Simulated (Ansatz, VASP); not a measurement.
TiSi2 in VASP and in Ansatz

```
Ti Si
1.0
     0.00000    3.89135    4.83271
     2.26213    0.00000    4.83271
     2.26213    3.89135    0.00000
Ti Si
2 4
Direct
  0.75000 0.75000 0.75000
  0.50000 0.50000 0.50000
  0.08682 0.41318 0.08682
  0.41318 0.08682 0.41318
  0.16318 0.83682 0.16318
  0.83682 0.16318 0.83682
```

Alike in both runs: task single point; functional PBE; k mesh 14 × 14 × 14; occupations gaussian, width 0.15 eV; no spin polarisation.

```csv
,VASP,Ansatz
version,VASP 6.6.1,Ansatz 0.2.0
potentials or method,"VASP PAW PBE potentials, release 64 (Ti_sv, Si), cutoff 520 eV","scalar-relativistic, plane waves, PAW"
valence electrons in the cell,40,40
```

```csv
,VASP,Ansatz,Ansatz less VASP
gap on the k mesh at the Fermi level (eV),none,none,-
pressure (GPa),3.2,3.3,+0.06
"traceless stress, the component that is largest in VASP (GPa)",-26.31,-26.34,-0.028
rms of the force components (eV/Å),0.113,0.113,+0.0006
```

Atom by atom the forces differ by 0.001 eV/Å (rms over components). A gap of «none» marks a metal or a gap that the smearing closes. With one functional, cell and mesh, what is left measures potentials, basis and numerics.
